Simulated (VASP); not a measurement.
A run of VASP 6.6.1:

INCAR

```
ALGO = Normal
EDIFF = 1E-6
ENCUT = 520
GGA = PE
ISIF = 2
ISMEAR = 0
LASPH = True
LCHARG = True
LELF = True
LREAL = False
LVHAR = True
LWAVE = False
NBANDS = 14
NELM = 60
PREC = Accurate
SIGMA = 0.1
```

File KPOINTS:

```
k-points
0
Gamma
  4 6 6
```

POSCAR

```
HfN
1.0
    2.9127936898      0.0000000000      0.0000000000
    0.0000000000      1.5519231959      2.6879278762
    0.0000000000     -1.5519231959      2.6879278762
Hf N
1 1
Direct
    0.0000000000      0.1368504780      0.1368504780
    0.5000000000      0.8035169420      0.8035169420
```

Potentials or basis: VASP PAW PBE potentials, release 64 (Hf_pv, N).

Launch:

```bash
$ cat potpaw_PBE.64/Hf_pv/POTCAR potpaw_PBE.64/N/POTCAR > POTCAR
$ mpirun -np 1 vasp_std > vasp.out
```

Hardware: 1 thread of Intel(R) Xeon(R) Platinum 8375C CPU @ 2.90GHz (Ice Lake) (shared host).

Task: How long does it take, and how much memory?

Result: Run time: 9 s on 1 thread of Intel(R) Xeon(R) Platinum 8375C CPU @ 2.90GHz (Ice Lake), with other jobs on the host, peak memory 0.15 GiB. Counts: scf iterations 12, k points 39.
